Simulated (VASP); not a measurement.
# Mo (Pm-3m) in VASP: notebook, part 2 of 2

VASP 6.6.1.

### 5 Single point, PBE (volume scaled by 1.08)

File INCAR:

```
SYSTEM = Mo
  PREC = Accurate
  ENCUT = 520
  EDIFF = 1E-6
  ISMEAR = -1
  SIGMA = 0.1
  LREAL = .False.
  LASPH = .True.
  NELM = 80
  ALGO = Normal
  ISIF = 2
  LWAVE = .False.
  LCHARG = .False.
  GGA = PE
  NBANDS = 13
```

File KPOINTS:

```
Automatic mesh
0
Gamma
  14 14 14
  0 0 0
```

File POSCAR:

```
Mo
1.0
    2.6716007466      0.0000000000      0.0000000000
    0.0000000000      2.6716007466      0.0000000000
    0.0000000000      0.0000000000      2.6716007466
Mo
1
Direct
    0.0000000000      0.0000000000      0.0000000000
```

Potentials or basis: VASP PAW PBE potentials, release 64 (Mo_sv).

Run with:

```
cat potpaw_PBE.64/Mo_sv/POTCAR > POTCAR
mpirun -np 1 vasp_std > vasp.out
```

OUTCAR:

```text
SYSTEM = Mo
   PREC = Accurate
   ENCUT = 520
   EDIFF = 1E-6
   ISMEAR = -1
   LREAL = .False.
   LASPH = .True.
   NELM = 80
   ISIF = 2
   GGA = PE

 ion  position               nearest neighbor table
   1  0.000  0.000  0.000-

  LATTYP: Found a simple cubic cell.
 ALAT       =     2.6716007466

  Lattice vectors:

 A1 = (   2.6716007466,   0.0000000000,   0.0000000000)
 A2 = (   0.0000000000,   2.6716007466,   0.0000000000)
 A3 = (   0.0000000000,   0.0000000000,   2.6716007466)

Analysis of symmetry for initial positions (statically):
=====================================================================
 Subroutine PRICEL returns:
 Original cell was already a primitive cell.

 Routine SETGRP: Setting up the symmetry group for a
 simple cubic supercell.

 Subroutine GETGRP returns: Found 48 space group operations
 (whereof 48 operations were pure point group operations)
 out of a pool of 48 trial point group operations.

The static configuration has the point symmetry O_h .

Analysis of symmetry for dynamics (positions and initial velocities):
=====================================================================
 Subroutine PRICEL returns:
 Original cell was already a primitive cell.

 Routine SETGRP: Setting up the symmetry group for a
 simple cubic supercell.

 Subroutine GETGRP returns: Found 48 space group operations
 (whereof 48 operations were pure point group operations)
 out of a pool of 48 trial point group operations.

The dynamic configuration has the point symmetry O_h .

 Subroutine INISYM returns: Found 48 space group operations
 (whereof 48 operations are pure point group operations),
 and found     1 'primitive' translations

----------------------------------------------------------------------------------------

                                     Primitive cell

[... 108 lines left out ...]
     AMIX_MAG =   1.60;   BMIX_MAG =  1.00
  volume/ion in A,a.u.               =      19.07       128.68
  Fermi-wavevector in a.u.,A,eV,Ry     =   1.476883  2.790903 29.676783  2.181182
  Thomas-Fermi vector in A             =   2.591355
   LORBIT       =      0    0 simple, 1 ext, 2 COOP (PROOUT), +10 PAW based schemes
   GGA     = PE    functional components
   LHFCALC =     F    Hartree Fock is set to
   AEXX    =    0.0000 exact exchange contribution
   IVDW    =     0    specifies the selected vdW correction
   LEPSILON=     F    determine dielectric tensor
   LRPA    =     F    only Hartree local field effects (RPA)
 non-spin polarized calculation
  energy-cutoff  :      520.00
  volume of cell :       19.07
 maximum number of plane-waves:       536
 NGX is ok and might be reduce to    20
   NGX =  9   NGY =  9   NGZ =  9

 number of electron      14.0000006 magnetization

 Free energy of the ion-electron system (eV)
  ---------------------------------------------------
  ext. energy  EPLUGINS =         0.00000000
  ---------------------------------------------------
  free energy    TOTEN  =        -9.74144806 eV

  energy without entropy =       -9.69873492  energy(sigma->0) =       -9.72009149

 E-fermi :   9.5603     XC(G=0): -12.1592

 val. band max:        9.5265120978   @ k =   0.3571   0.2857   0.2143
 cond. band min:       9.5872381918   @ k =   0.3571   0.3571   0.2143
 fundamental gap:      0.0607260939
 Fermi energy:         9.5603017780

 k-point     1 :       0.0000    0.0000    0.0000
  band No.  band energies     occupation
      1     -51.5232      2.00000
      2     -24.9596      2.00000
      3     -24.9596      2.00000
      4     -24.9596      2.00000
      5       3.3595      2.00000
      6       5.8059      2.00000
      7       5.8059      2.00000
      8      12.9718      0.00000
      9      12.9718      0.00000
     10      12.9718      0.00000
     11      24.3602      0.00000
     12      24.3602      0.00000
     13      24.3602      0.00000
[... 354 lines left out ...]
  band No.  band energies     occupation
      1     -51.3512      2.00000
      2     -25.8527      2.00000
      3     -25.3231      2.00000
      4     -24.8355      2.00000
      5       6.2102      2.00000
      6       7.0622      2.00000
      7       8.6402      1.99980
      8      10.7807      0.00001
      9      11.2824      0.00000
     10      12.0549      0.00000
     11      18.8722      0.00000
     12      23.8726      0.00000
     13      26.1967      0.00000

 [... further k-points ...]
[... 5 lines left out ...]
  --------------------------------------------------------------------------------------
  -------------------------------------------------------------------------------------
  Total       -1.5149604     -1.5149604     -1.5149604     -0.0000000     -0.0000000      0.0000000
  in kB     -127.2908496   -127.2908496   -127.2908496     -0.0000000     -0.0000000      0.0000000
  external PRESSURE =    -127.2908496 kB  Pullay stress =       0.0000000 kB

 VOLUME and BASIS-vectors are now :
 -----------------------------------------------------------------------------
  energy-cutoff  :      520.00
  volume of cell :       19.07
      direct lattice vectors                 reciprocal lattice vectors
     2.671600747  0.000000000  0.000000000     0.374307426  0.000000000  0.000000000
     0.000000000  2.671600747  0.000000000     0.000000000  0.374307426  0.000000000
     0.000000000  0.000000000  2.671600747     0.000000000  0.000000000  0.374307426

 POSITION                                       TOTAL-FORCE (eV/Angst)
 -----------------------------------------------------------------------------------
      0.00000      0.00000      0.00000         0.000000      0.000000      0.000000
 -----------------------------------------------------------------------------------
    total drift:                               -0.000000     -0.000000     -0.000000

  FREE ENERGIE OF THE ION-ELECTRON SYSTEM (eV)
  ---------------------------------------------------
  free  energy   TOTEN  =        -9.7414480616 eV

  energy  without entropy=       -9.6987349217  energy(sigma->0) =       -9.72009149
```

Wall time 7.6 s (1 thread of AMD EPYC 9R45 (Zen 5), shared host); peak memory 0.11 GiB.

What came out:

| Item | Value |
| --- | --- |
| Free energy | -9.7414 eV |
| Pressure | -12.7 GPa |
| Band gap on the k mesh | zero (band 7 reaches 10.94 eV, above the bottom of band 8 at 8.82 eV) |

### 6 Single point, PBE (volume scaled by 1.12)

File INCAR:

```
SYSTEM = Mo
PREC = Accurate ; ENCUT = 520
EDIFF = 1E-6 ; ISMEAR = -1
SIGMA = 0.1 ; LREAL = .FALSE.
LASPH = .TRUE. ; NELM = 60
ALGO = Normal ; ISIF = 2
LWAVE = .FALSE. ; LCHARG = .TRUE.
GGA = PE ; LELF = .TRUE.
LVHAR = .TRUE. ; NBANDS = 13
```

File KPOINTS:

```
regular mesh
0
G
  14 14 14
  0 0 0
```

File POSCAR:

```
Mo
1.0
    2.7041844548      0.0000000000      0.0000000000
    0.0000000000      2.7041844548      0.0000000000
    0.0000000000      0.0000000000      2.7041844548
Mo
1
Direct
    0.0000000000      0.0000000000      0.0000000000
```

Potentials or basis: VASP PAW PBE potentials, release 64 (Mo_sv).

Run with:

```
cat potpaw_PBE.64/Mo_sv/POTCAR > POTCAR
mpirun -np 1 vasp_std > vasp.out
```

It took 7.9 s on 1 thread of AMD EPYC 9R45 (Zen 5), shared host; peak memory 0.11 GiB.

Results (log left out):

| Property | Result |
| --- | --- |
| Free energy | -9.6755 eV |
| Pressure | -17.1 GPa |
| Band gap on the k mesh | zero (band 7 reaches 10.40 eV, above the bottom of band 8 at 8.35 eV) |

Levels at points of the mesh, in eV from the Fermi level:
```csv
k point,band 3,band 4,band 5,band 6,band 7,band 8,band 9,band 10,band 11,band 12
"(0.00, 0.00, 0.00)",-34.58,-34.58,-6.07,-3.58,-3.58,3.24,3.24,3.24,14.51,14.51
"(0.50, 0.00, 0.00)",-34.48,-34.48,-3.25,-2.83,0.04,0.59,0.59,3.51,7.81,14.04
"(0.50, 0.50, 0.00)",-35.47,-34.39,-4.47,-2.05,1.12,1.12,5.11,5.16,5.16,13.06
"(0.50, 0.50, 0.50)",-35.34,-35.34,-3.12,-3.12,-3.12,5.28,5.28,7.93,11.25,11.25
```

### 7 The runs side by side

```csv
cell,gap on the mesh (eV),pressure (GPa)
"a = 2.569 Å, 1 atom",none,7.8
"a = 2.604 Å, 1 atom",none,-0.5
"a = 2.638 Å, 1 atom",none,-7.3
"a = 2.672 Å, 1 atom",none,-12.7
"a = 2.704 Å, 1 atom",none,-17.1
```

Alike in all rows: task single point; level PBE; potentials or basis VASP PAW PBE potentials, release 64 (Mo_sv); no spin polarisation; k mesh 14 × 14 × 14; cutoff (eV) 520; smearing fermi-dirac 0.1 eV.

Absolute energies hang on the potentials; compare differences alone.
